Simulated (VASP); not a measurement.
Set up this calculation in VASP 6.6.1, as the native input.

```
Task                   : single point
Functional             : PBE
Potentials or basis    : VASP PAW PBE potentials, release 64 (Ca_sv, P)
Cutoff                 : 520 eV
k mesh                 : 3 × 3 × 4
Occupations            : gaussian, width 0.1 eV
Spin                   : no spin polarisation
Dipole correction      : no
Further INCAR settings : ALGO = Normal; EDIFF = 1e-06; NBANDS = 34
```

The structure of Ca2P lies in POSCAR:

```
Ca2P
1.0
    7.1317826000      0.0000000000      0.0000000000
   -3.5658913000      6.1763049000      0.0000000000
    0.0000000000      0.0000000000      4.0378919000
Ca P
4 2
Direct
    0.5000000000      0.5000000000      0.0000000000
    0.0000000000      0.5000000000      0.0000000000
    0.5000000000      0.0000000000      0.0000000000
    0.0000000000      0.0000000000      0.5000000000
    0.3333333000      0.6666667000      0.5000000000
    0.6666667000      0.3333333000      0.5000000000
```

The cell was built from a structure type or drawn by symmetry, and may not be a known phase.

One way to write it, as run:

INCAR

```
SYSTEM = Ca2P
ALGO     = Normal         ! electronic algorithm
EDIFF    = 1E-6           ! SCF threshold, eV
ENCUT    = 520            ! plane-wave cutoff, eV
GGA      = PE             ! functional
ISIF     = 2              ! what is computed and relaxed
ISMEAR   = 0              ! smearing method
LASPH    = .True.         ! aspherical terms in the spheres
LCHARG   = .True.         ! write CHGCAR
LELF     = .True.         ! ELF
LREAL    = .False.        ! projectors in reciprocal space
LVHAR    = .True.       
LWAVE    = .False.        ! write WAVECAR
NBANDS   = 34             ! bands
NELM     = 60             ! most SCF steps
PREC     = Accurate       ! precision mode
SIGMA    = 0.1            ! smearing width, eV
```

KPOINTS

```
k-points
0
Gamma
  3 3 4
  0 0 0
```

Potentials or basis: VASP PAW PBE potentials, release 64 (Ca_sv, P).

Command:

```bash
$ cat potpaw_PBE.64/Ca_sv/POTCAR potpaw_PBE.64/P/POTCAR > POTCAR
$ mpirun -np 1 vasp_std > vasp.out
```

Results of the run:

```json
{
  "Pressure": "0.1 GPa",
  "Band gap on the k mesh": "0.51 eV (least direct gap 0.51 eV)"
}
```

Caveat: an odd mesh through Γ misses points on the zone boundary, where band edges can lie.

Run time: 47 s on 1 thread of Intel(R) Xeon(R) Platinum 8559C (Emerald Rapids) (shared host), peak memory 0.29 GiB.
